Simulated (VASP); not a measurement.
# AlNi (P4/mmm) in VASP: a series of runs, part 2 of 2

VASP 6.6.1.

### Step 3. Single point, PBE (strain -0.080 along x and y, +0.040 along z)

Contents of INCAR:

```
PREC = Accurate
ENCUT = 520
EDIFF = 1E-6
ISMEAR = 0
SIGMA = 0.15
LREAL = False
LASPH = True
NELM = 60
ALGO = Fast
ISIF = 2
LWAVE = False
LCHARG = True
GGA = PE
LELF = True
LVHAR = True
NBANDS = 14
```

Contents of KPOINTS:

```
Automatic mesh
0
Gamma
  16 16 16
```

Contents of POSCAR:

```
AlNi
1.0
    2.6505200000      0.0000000000      0.0000000000
    0.0000000000      2.6505200000      0.0000000000
    0.0000000000      0.0000000000      2.9962400000
Al Ni
1 1
Direct
    0.0000000000      0.0000000000      0.0000000000
    0.5000000000      0.5000000000      0.5000000000
```

Potentials or basis: VASP PAW PBE potentials, release 64 (Al, Ni).

Command:

```sh
> cat potpaw_PBE.64/Al/POTCAR potpaw_PBE.64/Ni/POTCAR > POTCAR
> mpirun -np 1 vasp_std > vasp.out
```

OUTCAR:

```text
PREC = Accurate
   ENCUT = 520
   EDIFF = 1E-6
   ISMEAR = 0
   LREAL = False
   LASPH = True
   NELM = 60
   ISIF = 2
   GGA = PE

 ion  position               nearest neighbor table
   1  0.000  0.000  0.000-   2 2.40   2 2.40   2 2.40   2 2.40   2 2.40   2 2.40   2 2.40   2 2.40

   2  0.500  0.500  0.500-   1 2.40   1 2.40   1 2.40   1 2.40   1 2.40   1 2.40   1 2.40   1 2.40

  LATTYP: Found a simple tetragonal cell.
 ALAT       =     2.6505200000
 C/A-ratio  =     1.1304347826

  Lattice vectors:

 A1 = (   2.6505200000,   0.0000000000,   0.0000000000)
 A2 = (   0.0000000000,   2.6505200000,   0.0000000000)
 A3 = (   0.0000000000,   0.0000000000,   2.9962400000)

Analysis of symmetry for initial positions (statically):
=====================================================================
 Subroutine PRICEL returns:
 Original cell was already a primitive cell.

 Routine SETGRP: Setting up the symmetry group for a
 simple tetragonal supercell.

 Subroutine GETGRP returns: Found 16 space group operations
 (whereof 16 operations were pure point group operations)
 out of a pool of 16 trial point group operations.

The static configuration has the point symmetry D_4h.

Analysis of symmetry for dynamics (positions and initial velocities):
=====================================================================
 Subroutine PRICEL returns:
 Original cell was already a primitive cell.

 Routine SETGRP: Setting up the symmetry group for a
 simple tetragonal supercell.

 Subroutine GETGRP returns: Found 16 space group operations
 (whereof 16 operations were pure point group operations)
 out of a pool of 16 trial point group operations.

The dynamic configuration has the point symmetry D_4h.

 Subroutine INISYM returns: Found 16 space group operations
 (whereof 16 operations are pure point group operations),
 and found     1 'primitive' translations

[... 119 lines left out ...]
   GGA     = PE    functional components
   LHFCALC =     F    Hartree Fock is set to
   AEXX    =    0.0000 exact exchange contribution
   IVDW    =     0    specifies the selected vdW correction
   LEPSILON=     F    determine dielectric tensor
   LRPA    =     F    only Hartree local field effects (RPA)
 non-spin polarized calculation
 RMM-DIIS sequential band-by-band and
 Gauss-broadening in eV      SIGMA  =   0.15
  energy-cutoff  :      520.00
  volume of cell :       21.05
 maximum number of plane-waves:       584
 NGX is ok and might be reduce to    20
   NGX =  9   NGY =  9   NGZ = 11

 number of electron      12.9999980 magnetization

 Free energy of the ion-electron system (eV)
  ---------------------------------------------------
  ext. energy  EPLUGINS =         0.00000000
  ---------------------------------------------------
  free energy    TOTEN  =       -10.22432083 eV

  energy without entropy =      -10.21567491  energy(sigma->0) =      -10.21999787

 E-fermi :  11.8227     XC(G=0): -12.6771

 val. band max:       11.8188954035   @ k =   0.3750   0.0625   0.2500
 cond. band min:      11.8233691289   @ k =   0.3750   0.0000   0.0625
 fundamental gap:      0.0044737254
 Fermi energy:        11.8226735465

 k-point     1 :       0.0000    0.0000    0.0000
  band No.  band energies     occupation
      1      -0.3034      2.00000
      2       7.7932      2.00000
      3       7.9735      2.00000
      4       9.9041      2.00000
      5       9.9041      2.00000
      6      10.2485      2.00000
      7      14.9367      0.00000
      8      19.3576      0.00000
      9      19.5540      0.00000
     10      19.5540      0.00000
     11      20.8365      0.00000
     12      28.4956      0.00000
     13      33.5128      0.00000
     14      33.5129      0.00000
[... 377 lines left out ...]
      1       4.7902      2.00000
      2       5.0401      2.00000
      3       8.6583      2.00000
      4       8.6687      2.00000
      5       9.3417      2.00000
      6       9.8629      2.00000
      7      11.4368      1.99973
      8      19.5987      0.00000
      9      20.5046      0.00000
     10      21.6594      0.00000
     11      22.2419      0.00000
     12      24.1881      0.00000
     13      26.2272      0.00000
     14      30.8993      0.00000

 [... further k-points ...]
[... 5 lines left out ...]
  --------------------------------------------------------------------------------------
  -------------------------------------------------------------------------------------
  Total        4.4416729      4.4416729      3.3141725      0.0000000     -0.0000000      0.0000000
  in kB      338.0791470    338.0791470    252.2591495      0.0000000     -0.0000000      0.0000000
  external PRESSURE =     309.4724812 kB  Pullay stress =       0.0000000 kB

 VOLUME and BASIS-vectors are now :
 -----------------------------------------------------------------------------
  energy-cutoff  :      520.00
  volume of cell :       21.05
      direct lattice vectors                 reciprocal lattice vectors
     2.650520000  0.000000000  0.000000000     0.377284457  0.000000000  0.000000000
     0.000000000  2.650520000  0.000000000     0.000000000  0.377284457  0.000000000
     0.000000000  0.000000000  2.996240000     0.000000000  0.000000000  0.333751635

 POSITION                                       TOTAL-FORCE (eV/Angst)
 -----------------------------------------------------------------------------------
      0.00000      0.00000      0.00000         0.000000      0.000000      0.000000
      1.32526      1.32526      1.49812         0.000000      0.000000      0.000000
 -----------------------------------------------------------------------------------
    total drift:                               -0.000000      0.000000      0.000000

  FREE ENERGIE OF THE ION-ELECTRON SYSTEM (eV)
  ---------------------------------------------------
  free  energy   TOTEN  =       -10.2243208326 eV

  energy  without entropy=      -10.2156749125  energy(sigma->0) =      -10.21999787
```

Run time: 44 s. Hardware: 1 thread of Intel Xeon 6975P-C (Granite Rapids), shared host; peak memory 0.22 GiB.

Results:

- Free energy: -10.2243 eV
- Pressure: 30.9 GPa

Levels at points of the mesh, in eV from the Fermi level:
```csv
k point,band 5,band 6,band 7,band 8,band 9,band 10
"(0.00, 0.00, 0.00)",-1.92,-1.57,3.11,7.53,7.73,7.73
"(0.50, 0.00, 0.00)",-2.41,-1.77,-0.37,8.04,8.11,10.30
"(0.50, 0.50, 0.00)",-2.61,-2.61,-0.97,2.50,3.94,11.81
"(0.00, 0.00, 0.50)",-2.40,-1.53,-1.44,8.53,11.92,11.92
"(0.50, 0.00, 0.50)",-2.34,-2.21,-1.42,1.51,2.66,15.05
"(0.50, 0.50, 0.50)",-0.96,1.70,2.09,2.09,4.55,4.55
```

Caveat: the cell differs from its parent crystal (strain -0.080 along x and y, +0.040 along z).

### Step 4. Single point, PBE (strain -0.040 along x and y, +0.080 along z)

Contents of INCAR:

```
SYSTEM = AlNi
PREC = Accurate
ENCUT = 520
EDIFF = 1E-6
ISMEAR = 0
SIGMA = 0.15
LREAL = .False.
LASPH = .True.
NELM = 100
ALGO = Normal
ISIF = 2
LWAVE = .False.
LCHARG = .True.
GGA = PE
LELF = .True.
LVHAR = .True.
NBANDS = 14
```

Contents of KPOINTS:

```
regular mesh
0
Gamma
  16 16 16
  0 0 0
```

Contents of POSCAR:

```
AlNi
1.0
    2.7657600000      0.0000000000      0.0000000000
    0.0000000000      2.7657600000      0.0000000000
    0.0000000000      0.0000000000      3.1114800000
Al Ni
1 1
Direct
    0.0000000000      0.0000000000      0.0000000000
    0.5000000000      0.5000000000      0.5000000000
```

Command:

```sh
> cat potpaw_PBE.64/Al/POTCAR potpaw_PBE.64/Ni/POTCAR > POTCAR
> mpirun -np 1 vasp_std > vasp.out
```

It took 32 s on 1 thread of Intel Xeon 6975P-C (Granite Rapids), shared host; peak memory 0.25 GiB.

Results (log left out):

```yaml
Free_energy: -10.4986 eV
Pressure: 3.4 GPa
```

Stress tensor (GPa, compression positive):
```
 5.42  0.00  0.00
 0.00  5.42  0.00
 0.00  0.00 -0.54
```

Levels at points of the mesh, in eV from the Fermi level:
```
           k point  band 5  band 6  band 7  band 8  band 9  band 10
(0.00, 0.00, 0.00)   -1.62   -1.34    2.93    6.98    6.98     7.13
(0.50, 0.00, 0.00)   -2.04   -1.50   -0.36    7.78    7.91     9.27
(0.50, 0.50, 0.00)   -2.35   -2.35   -0.84    2.20    3.18    10.67
(0.00, 0.00, 0.50)   -2.05   -1.30   -1.22    8.38   11.15    11.15
(0.50, 0.00, 0.50)   -1.97   -1.87   -1.20    1.30    2.12    13.44
(0.50, 0.50, 0.50)   -0.82    1.88    2.16    2.16    3.81     4.04
```

Caveat: the cell differs from its parent crystal (strain -0.040 along x and y, +0.080 along z).

### Step 5. Single point, PBE (strain +0.040 along x and y, -0.080 along z)

Contents of INCAR:

```
PREC = Accurate
ENCUT = 520
EDIFF = 1E-6
ISMEAR = 0
SIGMA = 0.15
LREAL = F
LASPH = T
NELM = 100
ALGO = Normal
ISIF = 2
LWAVE = F
LCHARG = T
GGA = PE
LELF = T
LVHAR = T
NBANDS = 14
```

Contents of KPOINTS:

```
Automatic mesh
0
Gamma
  16 16 16
```

Contents of POSCAR:

```
AlNi
1.0
    2.9962400000      0.0000000000      0.0000000000
    0.0000000000      2.9962400000      0.0000000000
    0.0000000000      0.0000000000      2.6505200000
Al Ni
1 1
Direct
    0.0000000000      0.0000000000      0.0000000000
    0.5000000000      0.5000000000      0.5000000000
```

Potentials or basis: VASP PAW PBE potentials, release 64 (Al, Ni).

Command:

```sh
> cat potpaw_PBE.64/Al/POTCAR potpaw_PBE.64/Ni/POTCAR > POTCAR
> mpirun -np 1 vasp_std > vasp.out
```

OUTCAR:

```text
PREC = Accurate
   ENCUT = 520
   EDIFF = 1E-6
   ISMEAR = 0
   LREAL = F
   LASPH = T
   NELM = 100
   ISIF = 2
   GGA = PE

 ion  position               nearest neighbor table
   1  0.000  0.000  0.000-   2 2.50   2 2.50   2 2.50   2 2.50   2 2.50   2 2.50   2 2.50   2 2.50

   2  0.500  0.500  0.500-   1 2.50   1 2.50   1 2.50   1 2.50   1 2.50   1 2.50   1 2.50   1 2.50

  LATTYP: Found a simple tetragonal cell.
 ALAT       =     2.9962400000
 C/A-ratio  =     0.8846153846

  Lattice vectors:

[... 587 lines left out ...]
      9      16.7768      0.00000
     10      21.3508      0.00000
     11      23.3730      0.00000
     12      23.4527      0.00000
     13      25.7169      0.00000
     14      26.4801      0.00000

 [... further k-points ...]
[... 5 lines left out ...]
  --------------------------------------------------------------------------------------
  -------------------------------------------------------------------------------------
  Total       -0.0886093     -0.0886093      2.0049591      0.0000000     -0.0000000      0.0000000
  in kB       -5.9663076     -5.9663076    134.9993955      0.0000000     -0.0000000      0.0000000
  external PRESSURE =      41.0222601 kB  Pullay stress =       0.0000000 kB

 VOLUME and BASIS-vectors are now :
 -----------------------------------------------------------------------------
  energy-cutoff  :      520.00
  volume of cell :       23.79
      direct lattice vectors                 reciprocal lattice vectors
     2.996240000  0.000000000  0.000000000     0.333751635  0.000000000  0.000000000
     0.000000000  2.996240000  0.000000000     0.000000000  0.333751635  0.000000000
     0.000000000  0.000000000  2.650520000     0.000000000  0.000000000  0.377284457

 POSITION                                       TOTAL-FORCE (eV/Angst)
 -----------------------------------------------------------------------------------
      0.00000      0.00000      0.00000         0.000000      0.000000      0.000000
      1.49812      1.49812      1.32526         0.000000      0.000000      0.000000
 -----------------------------------------------------------------------------------
    total drift:                                0.000000     -0.000000     -0.000000

  FREE ENERGIE OF THE ION-ELECTRON SYSTEM (eV)
  ---------------------------------------------------
  free  energy   TOTEN  =       -10.4644953486 eV

  energy  without entropy=      -10.4531866524  energy(sigma->0) =      -10.45884100
```

stdout:

```text
POSCAR found type information on POSCAR AlNi
 POSCAR found :  2 types and       2 ions
 scaLAPACK will be used
 LDA part: xc-table for (Slater+PW92), standard interpolation
 POSCAR, INCAR and KPOINTS ok, starting setup
 FFT: planning ... GRIDC
 FFT: planning ... GRID_SOFT
 FFT: planning ... GRID
 WAVECAR not read
 entering main loop
```

It took 30 s on 1 thread of Intel Xeon 6975P-C (Granite Rapids), shared host; peak memory 0.25 GiB.

What came out:

```yaml
Free_energy: -10.4645 eV
Pressure: 4.1 GPa
```

Stress tensor (GPa, compression positive):
```
-0.60  0.00  0.00
 0.00 -0.60  0.00
 0.00  0.00 13.50
```

Levels at points of the mesh, in eV from the Fermi level:
```csv
k point,band 5,band 6,band 7,band 8,band 9,band 10
"(0.00, 0.00, 0.00)",-1.43,-1.43,4.09,4.09,7.59,7.91
"(0.50, 0.00, 0.00)",-1.83,-1.37,-0.96,7.85,8.53,9.34
"(0.50, 0.50, 0.00)",-1.75,-1.75,-1.22,0.70,1.75,14.63
"(0.00, 0.00, 0.50)",-2.52,-1.61,-0.08,8.39,9.07,9.07
"(0.50, 0.00, 0.50)",-2.26,-2.18,-1.03,2.01,2.82,11.47
"(0.50, 0.50, 0.50)",-0.89,1.99,1.99,2.21,3.58,3.80
```

Caveat: the cell differs from its parent crystal (strain +0.040 along x and y, -0.080 along z). Spin polarisation is off, so any magnetic state and its effect on volume and gap are missing.

### Step 6. Single point, PBE (strain +0.080 along x and y, -0.080 along z)

Contents of INCAR:

```
PREC     = Accurate       # precision mode
ENCUT    = 520            # plane-wave cutoff, eV
EDIFF    = 1E-7           # SCF threshold, eV
ISMEAR   = 0              # smearing method
SIGMA    = 0.15           # smearing width, eV
LREAL    = False          # projectors in reciprocal space
LASPH    = True           # aspherical terms in the spheres
NELM     = 60             # most SCF steps
ALGO     = Fast           # electronic algorithm
ISIF     = 2              # what is computed and relaxed
LWAVE    = False          # write WAVECAR
LCHARG   = True           # write CHGCAR
GGA      = PE             # functional
LELF     = True           # ELF
LVHAR    = True         
NBANDS   = 14             # bands
```

Contents of KPOINTS:

```
regular mesh
0
Gamma
  16 16 16
```

Contents of POSCAR:

```
AlNi
1.0
    3.1114800000      0.0000000000      0.0000000000
    0.0000000000      3.1114800000      0.0000000000
    0.0000000000      0.0000000000      2.6505200000
Al Ni
1 1
Direct
    0.0000000000      0.0000000000      0.0000000000
    0.5000000000      0.5000000000      0.5000000000
```

Potentials or basis: VASP PAW PBE potentials, release 64 (Al, Ni).

Command:

```sh
> cat potpaw_PBE.64/Al/POTCAR potpaw_PBE.64/Ni/POTCAR > POTCAR
> mpirun -np 1 vasp_std > vasp.out
```

It took 46 s on 1 thread of Intel Xeon 6975P-C (Granite Rapids), shared host; peak memory 0.25 GiB.

The run converged. Its results:

```
Free energy : -10.3877 eV
Pressure    : -6.3 GPa
```

Stress tensor (GPa, compression positive):
```
-11.74   0.00   0.00
  0.00 -11.74   0.00
  0.00   0.00   4.56
```

Levels at points of the mesh, in eV from the Fermi level:
```csv
k point,band 4,band 5,band 6,band 7,band 8,band 9,band 10,band 11
"(0.00, 0.00, 0.00)",-1.70,-1.26,-1.26,3.46,3.46,7.18,7.23,9.25
"(0.50, 0.00, 0.00)",-2.37,-1.56,-1.21,-0.99,7.44,7.79,8.26,12.85
"(0.50, 0.50, 0.00)",-3.33,-1.50,-1.50,-1.17,0.37,1.26,14.44,15.46
"(0.00, 0.00, 0.50)",-2.37,-2.31,-1.51,0.04,8.37,8.52,8.52,9.87
"(0.50, 0.00, 0.50)",-2.22,-1.99,-1.88,-0.97,2.05,2.52,10.53,12.76
"(0.50, 0.50, 0.50)",-1.09,-0.82,2.10,2.10,2.31,3.03,3.21,4.67
```

Caveat: the cell differs from its parent crystal (strain +0.080 along x and y, -0.080 along z).

### Step 7. Overview

```tsv
cell	gap on the mesh (eV)	pressure (GPa)
a = 3.111, b = 3.111, c = 2.766 Å, 2 atoms	none	-12.2
a = 2.651, b = 2.651, c = 2.996 Å, 2 atoms	none	30.9
a = 2.766, b = 2.766, c = 3.111 Å, 2 atoms	none	3.4
a = 2.996, b = 2.996, c = 2.651 Å, 2 atoms	none	4.1
a = 3.111, b = 3.111, c = 2.651 Å, 2 atoms	none	-6.3
```

Alike in all rows: task single point; level PBE; potentials or basis VASP PAW PBE potentials, release 64 (Al, Ni); no spin polarisation; k mesh 16 × 16 × 16; cutoff (eV) 520; smearing gaussian 0.15 eV.

Total energies depend on the potentials used, so only differences within one code and one set of settings carry meaning.
